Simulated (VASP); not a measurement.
Wanted: the native input for a VASP 6.6.1 run.

| Property | Result |
| --- | --- |
| Task | single point |
| Functional | PBE |
| Potentials or basis | VASP PAW PBE potentials, release 64 (Al, As, Ga_d) |
| Cutoff | 520 eV |
| k mesh | 6 × 4 × 4 |
| Occupations | gaussian, width 0.01 eV |
| Spin | no spin polarisation |
| Dipole correction | no |
| Further INCAR settings | ALGO = Normal; EDIFF = 1e-07; NBANDS = 41 |

The structure of AlGa3As4 lies in POSCAR:

```
AlGa3As4
1.0
    4.0634930194      0.0000000000      0.0000000000
    0.0000000000      8.1216926898      0.0000000000
    0.0000000000      0.0000000000      5.7329421789
Al As Ga
1 4 3
Direct
    0.0000000000      0.0000000000      0.0007493540
    0.5000000000      0.0000000000      0.2484710459
    0.0000000000      0.2492726746      0.7506776715
    0.5000000000      0.5000000000      0.2497903936
    0.0000000000      0.7507273254      0.7506776715
    0.5000000000      0.2500316646      0.5000598858
    0.0000000000      0.5000000000     -0.0004859083
    0.5000000000      0.7499683354      0.5000598858
```

These files were run (other wordings do the same):

INCAR

```
SYSTEM = AlGa3As4
ALGO = Normal
EDIFF = 1E-7
ENCUT = 520
GGA = PE
ISIF = 2
ISMEAR = 0
LASPH = .TRUE.
LCHARG = .FALSE.
LREAL = .FALSE.
LWAVE = .FALSE.
NBANDS = 41
NELM = 60
PREC = Accurate
SIGMA = 0.01
```

KPOINTS

```
k-points
0
G
  6 4 4
  0 0 0
```

Potentials or basis: VASP PAW PBE potentials, release 64 (Al, As, Ga_d).

Command:

```bash
$ cat potpaw_PBE.64/Al/POTCAR potpaw_PBE.64/As/POTCAR potpaw_PBE.64/Ga_d/POTCAR > POTCAR
$ mpirun -np 1 vasp_std > vasp.out
```

Results of the run:

| Property | Result |
| --- | --- |
| Pressure | 0.2 GPa |
| Largest force | 0.003 eV/Å |
| Band gap on the k mesh | 0.54 eV |

It took 8.4 min on 1 thread of Intel Xeon 8259CL (shared host), peak memory 0.42 GiB.
